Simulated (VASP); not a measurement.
# Sn (Im-3m) in VASP: a series of runs, part 2 of 2

VASP 6.6.1. Earlier steps stand in the parts before.

**3. Single point, PBEsol**

Input file INCAR:

```
SYSTEM = Sn
PREC = Accurate
ENCUT = 520
EDIFF = 1E-6
ISMEAR = 0
SIGMA = 0.1
LREAL = .False.
LASPH = .True.
NELM = 60
ALGO = Normal
ISIF = 2
LWAVE = .False.
LCHARG = .True.
GGA = PS
LELF = .True.
LVHAR = .True.
NBANDS = 13
```

Input file KPOINTS:

```
regular mesh
0
Gamma
  16 16 16
  0 0 0
```

Input file POSCAR:

```
Sn
1.0
   -1.8723950224      1.8723950224      1.8723950224
    1.8723950224     -1.8723950224      1.8723950224
    1.8723950224      1.8723950224     -1.8723950224
Sn
1
Direct
    0.0000000000      0.0000000000      0.0000000000
```

Potentials or basis: VASP PAW PBE potentials, release 64 (Sn_d).

Command:

```console
> cat potpaw_PBE.64/Sn_d/POTCAR > POTCAR
> mpirun -np 1 vasp_std > vasp.out
```

OUTCAR:

```text
SYSTEM = Sn
   PREC = Accurate
   ENCUT = 520
   EDIFF = 1E-6
   ISMEAR = 0
   LREAL = .False.
   LASPH = .True.
   NELM = 60
   ISIF = 2
   GGA = PS

 ion  position               nearest neighbor table
   1  0.000  0.000  0.000-

  LATTYP: Found a body centered cubic cell.
 ALAT       =     3.7447900448

  Lattice vectors:

 A1 = (  -1.8723950224,   1.8723950224,   1.8723950224)
 A2 = (   1.8723950224,  -1.8723950224,   1.8723950224)
 A3 = (   1.8723950224,   1.8723950224,  -1.8723950224)

Analysis of symmetry for initial positions (statically):
=====================================================================
 Subroutine PRICEL returns:
 Original cell was already a primitive cell.

 Routine SETGRP: Setting up the symmetry group for a
 body centered cubic supercell.

 Subroutine GETGRP returns: Found 48 space group operations
 (whereof 48 operations were pure point group operations)
 out of a pool of 48 trial point group operations.

The static configuration has the point symmetry O_h .

Analysis of symmetry for dynamics (positions and initial velocities):
=====================================================================
 Subroutine PRICEL returns:
 Original cell was already a primitive cell.

 Routine SETGRP: Setting up the symmetry group for a
 body centered cubic supercell.

 Subroutine GETGRP returns: Found 48 space group operations
 (whereof 48 operations were pure point group operations)
 out of a pool of 48 trial point group operations.

The dynamic configuration has the point symmetry O_h .

 Subroutine INISYM returns: Found 48 space group operations
 (whereof 48 operations are pure point group operations),
 and found     1 'primitive' translations

----------------------------------------------------------------------------------------

                                     Primitive cell

  volume of cell :      26.2574

  direct lattice vectors                    reciprocal lattice vectors
    -1.872395022  1.872395022  1.872395022     0.000000000  0.267037668  0.267037668
     1.872395022 -1.872395022  1.872395022     0.267037668  0.000000000  0.267037668
     1.872395022  1.872395022 -1.872395022     0.267037668  0.267037668  0.000000000

  length of vectors
     3.243083311  3.243083311  3.243083311     0.377648291  0.377648291  0.377648291

  position of ions in fractional coordinates (direct lattice)
     0.000000000  0.000000000  0.000000000

  ion indices of the primitive-cell ions
   primitive index   ion index
                 1           1

----------------------------------------------------------------------------------------

 KPOINTS: regular mesh

Automatic generation of k-mesh.
 Grid dimensions read from file:
 generate k-points for:   16   16   16

 Generating k-lattice:

  Cartesian coordinates                     Fractional coordinates (reciprocal lattice)
     0.000000000  0.016689854  0.016689854     0.062500000  0.000000000  0.000000000
     0.016689854  0.000000000  0.016689854     0.000000000  0.062500000  0.000000000
     0.016689854  0.016689854  0.000000000     0.000000000  0.000000000  0.062500000

  Length of vectors
     0.023603018  0.023603018  0.023603018

  Shift w.r.t. Gamma in fractional coordinates (k-lattice)
     0.000000000  0.000000000  0.000000000

 Subroutine IBZKPT returns following result:
 ===========================================

 Found    145 irreducible k-points:

 Following reciprocal coordinates:
            Coordinates               Weight
  0.000000  0.000000  0.000000      1.000000
  0.062500  0.000000  0.000000     12.000000
  0.125000  0.000000  0.000000     12.000000
  0.187500  0.000000  0.000000     12.000000
  0.250000  0.000000  0.000000     12.000000
  0.312500  0.000000  0.000000     12.000000
[... 16 lines left out ...]
  0.187500  0.187500  0.000000     24.000000
  0.250000  0.187500  0.000000     48.000000
 [... further k-points ...]
   k-points           NKPTS =    145   k-points in BZ     NKDIM =    145   number of bands    NBANDS=     13
   number of dos      NEDOS =    301   number of ions     NIONS =      1
   total plane-waves  NPLWV =  13824
   dimension x,y,z NGX =    24 NGY =   24 NGZ =   24
   dimension x,y,z NGXF=    48 NGYF=   48 NGZF=   48
   ions per type =               1
   NGX,Y,Z   is equivalent  to a cutoff of  12.30, 12.30, 12.30 a.u.
   NGXF,Y,Z  is equivalent  to a cutoff of  24.61, 24.61, 24.61 a.u.
 SYSTEM =  Sn
   PREC   = accura    normal or accurate (medium, high low for compatibility)
   ISTART =      0    job   : 0-new  1-cont  2-samecut
   ICHARG =      2    charge: 1-file 2-atom 10-const
   ISPIN  =      1    spin polarized calculation?
   LNONCOLLINEAR =      F non collinear calculations
   LSORBIT =      F    spin-orbit coupling
   LASPH  =      T    aspherical Exc in radial PAW
   ENCUT  =  520.0 eV  38.22 Ry    6.18 a.u.   6.03  6.03  6.03*2*pi/ulx,y,z
   NELM   =     60;   NELMIN=  2; NELMDL= -5     # of ELM steps
   EDIFF  = 0.1E-05   stopping-criterion for ELM
   LREAL  =      F    real-space projection
   EDIFFG = 0.1E-04   stopping-criterion for IOM
   NSW    =      0    number of steps for IOM
   IBRION =     -1    ionic relax: 0-MD 1-quasi-New 2-CG
   NFREE  =      0    steps in history (QN), initial steepest desc. (CG)
   ISIF   =      2    stress and relaxation
   ISYM   =      2    0-nonsym 1-usesym 2-fastsym
   POTIM  = 0.5000    time-step for ionic-motion
   TEBEG  =    0.0;   TEEND  =   0.0 temperature during run
   PSTRESS=    0.0 pullay stress
   NELECT =      14.0000    total number of electrons
   NUPDOWN=      -1.0000    fix difference up-down
   EMIN   =  10.00;   EMAX   =-10.00  energy-range for DOS
   EFERMI =   0.00;   METHOD = LEGACY
   ISMEAR =     0;   SIGMA  =   0.10  broadening in eV -4-tet -1-fermi 0-gaus
   EFERMI_NEDOS =   21; number of points for ismear=-14 and -15
   IALGO  =     38    algorithm
   IMIX   =      4    mixing-type and parameters
     AMIX     =   0.40;   BMIX     =  1.00
     AMIX_MAG =   1.60;   BMIX_MAG =  1.00
  volume/ion in A,a.u.               =      26.26       177.19
  Fermi-wavevector in a.u.,A,eV,Ry     =   1.327496  2.508605 23.976824  1.762247
  Thomas-Fermi vector in A             =   2.456804
   LORBIT       =      0    0 simple, 1 ext, 2 COOP (PROOUT), +10 PAW based schemes
   GGA     = PS    functional components
   LHFCALC =     F    Hartree Fock is set to
   AEXX    =    0.0000 exact exchange contribution
   IVDW    =     0    specifies the selected vdW correction
   LEPSILON=     F    determine dielectric tensor
   LRPA    =     F    only Hartree local field effects (RPA)
 non-spin polarized calculation
 Gauss-broadening in eV      SIGMA  =   0.10
  energy-cutoff  :      520.00
  volume of cell :       26.26
 maximum number of plane-waves:       719
   NGX = 13   NGY = 13   NGZ = 13

 number of electron      13.9999991 magnetization

 Free energy of the ion-electron system (eV)
  ---------------------------------------------------
  ext. energy  EPLUGINS =         0.00000000
  ---------------------------------------------------
  free energy    TOTEN  =        -4.22770969 eV

  energy without entropy =       -4.22371718  energy(sigma->0) =       -4.22571344

 E-fermi :   8.3093     XC(G=0): -10.6682

 val. band max:        8.2947631532   @ k =  -0.2500   0.3750   0.1250
 cond. band min:       8.3148247868   @ k =   0.2500   0.1875   0.1250
 fundamental gap:      0.0200616336
 Fermi energy:         8.3092887622

 k-point     1 :       0.0000    0.0000    0.0000
  band No.  band energies     occupation
      1     -13.1110      2.00000
      2     -13.1110      2.00000
      3     -13.1110      2.00000
      4     -12.9555      2.00000
      5     -12.9555      2.00000
      6      -3.0015      2.00000
      7      16.6282      0.00000
      8      16.6282      0.00000
      9      16.6282      0.00000
     10      20.5457      0.00000
     11      20.5457      0.00000
     12      20.5457      0.00000
     13      21.3655      0.00000
[... 353 lines left out ...]
 k-point    24 :       0.2500    0.1875    0.0000
  band No.  band energies     occupation
      1     -13.1309      2.00000
      2     -13.0701      2.00000
      3     -12.9799      2.00000
      4     -12.9706      2.00000
      5     -12.9185      2.00000
      6       0.2281      2.00000
      7       7.3622      2.00000
      8       9.5135      0.00000
      9      13.2375      0.00000
     10      18.3840      0.00000
     11      19.5475      0.00000
     12      22.1773      0.00000
     13      24.8692      0.00000

 [... further k-points ...]

------------------------ aborting loop because EDIFF is reached ----------------------------------------

  FORCE on cell =-STRESS in cart. coord.  units (eV):
  Direction    XX          YY          ZZ          XY          YZ          ZX
  --------------------------------------------------------------------------------------
  -------------------------------------------------------------------------------------
  Total       -0.0085363     -0.0085363     -0.0085363     -0.0000000     -0.0000000      0.0000000
  in kB       -0.5208709     -0.5208709     -0.5208709     -0.0000000     -0.0000000      0.0000000
  external PRESSURE =      -0.5208709 kB  Pullay stress =       0.0000000 kB

 VOLUME and BASIS-vectors are now :
 -----------------------------------------------------------------------------
  energy-cutoff  :      520.00
  volume of cell :       26.26
      direct lattice vectors                 reciprocal lattice vectors
    -1.872395022  1.872395022  1.872395022     0.000000000  0.267037668  0.267037668
     1.872395022 -1.872395022  1.872395022     0.267037668  0.000000000  0.267037668
     1.872395022  1.872395022 -1.872395022     0.267037668  0.267037668  0.000000000

 POSITION                                       TOTAL-FORCE (eV/Angst)
 -----------------------------------------------------------------------------------
      0.00000      0.00000      0.00000        -0.000000     -0.000000      0.000000
 -----------------------------------------------------------------------------------
    total drift:                                0.000000      0.000000      0.000000

  FREE ENERGIE OF THE ION-ELECTRON SYSTEM (eV)
  ---------------------------------------------------
  free  energy   TOTEN  =        -4.2277096926 eV

  energy  without entropy=       -4.2237171784  energy(sigma->0) =       -4.22571344
```

It took 11 s on 1 thread of Intel Xeon 6975P-C (Granite Rapids), shared host; peak memory 0.16 GiB.

Results:

```yaml
Free_energy: -4.2277 eV
Pressure: -0.1 GPa
Band_gap_on_the_k_mesh: zero (bands 7 and 8 overlap by 10.77 eV)
```

Levels at points of the mesh, in eV from the Fermi level:
```
           k point  band 4  band 5  band 6  band 7  band 8  band 9  band 10  band 11
(0.00, 0.00, 0.00)  -21.26  -21.26  -11.31    8.32    8.32    8.32    12.24    12.24
(0.50, 0.00, 0.00)  -21.27  -21.17   -6.42   -4.56    3.76    5.59     8.20     8.43
(0.50, 0.50, 0.50)  -21.19  -21.19   -2.25   -0.48   -0.48   -0.48     3.87     3.87
```

Caveat: the PAW data sets were made with another functional, which shifts forces and pressure a little; spin-orbit coupling is left out, which moves the levels of the heavy elements.

**4. Single point, PBEsol**

This run uses another cell than the first one: it holds 2 atoms, not 1.

Input file INCAR:

```
  ALGO = Fast
  EDIFF = 1E-6
  ENCUT = 520
  GGA = PS
  ISIF = 2
  ISMEAR = 0
  LASPH = T
  LCHARG = F
  LREAL = F
  LWAVE = F
  NBANDS = 21
  NELM = 80
  PREC = Accurate
  SIGMA = 0.15
```

Input file KPOINTS:

```
k-points
0
Gamma
  12 12 6
```

Input file POSCAR:

```
Sn
1.0
   -1.8723950224      1.8723950224      1.8723950224
    1.8723950224     -1.8723950224      1.8723950224
    3.7447900449      3.7447900449      0.0000000000
Sn
2
Direct
    0.0000000000      0.0000000000      0.0000000000
    0.5000000000      0.5000000000      0.5000000000
```

Command:

```console
> cat potpaw_PBE.64/Sn_d/POTCAR > POTCAR
> mpirun -np 1 vasp_std > vasp.out
```

Run time: 46 s. Hardware: 1 thread of Intel Xeon 6975P-C (Granite Rapids), shared host; peak memory 0.26 GiB.

The run converged, but its numbers aren't listed here, since they failed a check.

Caveat: the PAW data sets were made with another functional, which shifts forces and pressure a little; spin-orbit coupling is left out, which moves the levels of the heavy elements.

**5. Single point, PBEsol**

This run uses another cell than the first one: it holds 4 atoms, not 1.

Input file INCAR:

```
SYSTEM = Sn
  PREC = Accurate
  ENCUT = 520
  EDIFF = 1E-6
  ISMEAR = 0
  SIGMA = 0.15
  LREAL = .FALSE.
  LASPH = .TRUE.
  NELM = 60
  ALGO = Fast
  ISIF = 2
  LWAVE = .FALSE.
  LCHARG = .FALSE.
  GGA = PS
  NBANDS = 36
```

Input file KPOINTS:

```
Automatic mesh
0
G
  8 8 8
  0 0 0
```

Input file POSCAR:

```
Sn
1.0
    0.0000000000     -3.7447900449      3.7447900449
    3.7447900449     -3.7447900449      0.0000000000
    3.7447900449      0.0000000000      3.7447900449
Sn
4
Direct
    0.0000000000      0.0000000000      0.0000000000
    0.2500000000      0.2500000000      0.2500000000
    0.5000000000      0.5000000000      0.5000000000
    0.7500000000      0.7500000000      0.7500000000
```

Command:

```console
> cat potpaw_PBE.64/Sn_d/POTCAR > POTCAR
> mpirun -np 1 vasp_std > vasp.out
```

It took 47 s on 1 thread of Intel Xeon 6975P-C (Granite Rapids), shared host; peak memory 0.27 GiB.

The run converged. Its results:

```
Free energy            : -16.8448 eV
Pressure               : 0.2 GPa
Band gap on the k mesh : zero (bands 28 and 29 overlap by 3.83 eV)
```

Levels at points of the mesh, in eV from the Fermi level:
```tsv
k point	band 24	band 25	band 26	band 27	band 28	band 29	band 30	band 31	band 32	band 33
(0.00, 0.00, 0.00)	-2.25	-1.50	-1.50	-1.50	-1.50	-1.50	-1.50	-0.48	-0.48	-0.48
(0.50, 0.00, 0.00)	-5.05	-2.36	-2.36	-2.36	-2.36	1.05	1.05	3.31	3.31	3.31
(0.50, 0.50, 0.00)	-6.42	-4.56	-4.56	2.34	2.34	2.57	2.57	2.57	2.57	3.76
```

Caveat: the PAW data sets were made with another functional, which shifts forces and pressure a little; spin-orbit coupling is left out, which moves the levels of the heavy elements.

**6. Overview**

```csv
cell,k mesh,smearing,gap on the mesh (eV),pressure (GPa)
"a = 3.243 Å, angles 109.5°, 1 atom, atomic positions A",12 × 12 × 12,gaussian 0.15 eV,none,-0.6
"a = 3.243 Å, angles 109.5°, 1 atom, atomic positions A",16 × 16 × 16,gaussian 0.1 eV,none,-0.1
"a = 5.296 Å, angles 60.0°, 4 atoms, atomic positions B",8 × 8 × 8,gaussian 0.15 eV,none,0.2
```

Alike in all rows: task single point; level PBEsol; potentials or basis VASP PAW PBE potentials, release 64 (Sn_d); no spin polarisation; cutoff (eV) 520.

Caveats: the PAW data sets were made with another functional, which shifts forces and pressure a little; spin-orbit coupling is left out, which moves the levels of the heavy elements.

Total energies depend on the potentials used, so only differences within one code and one set of settings carry meaning.
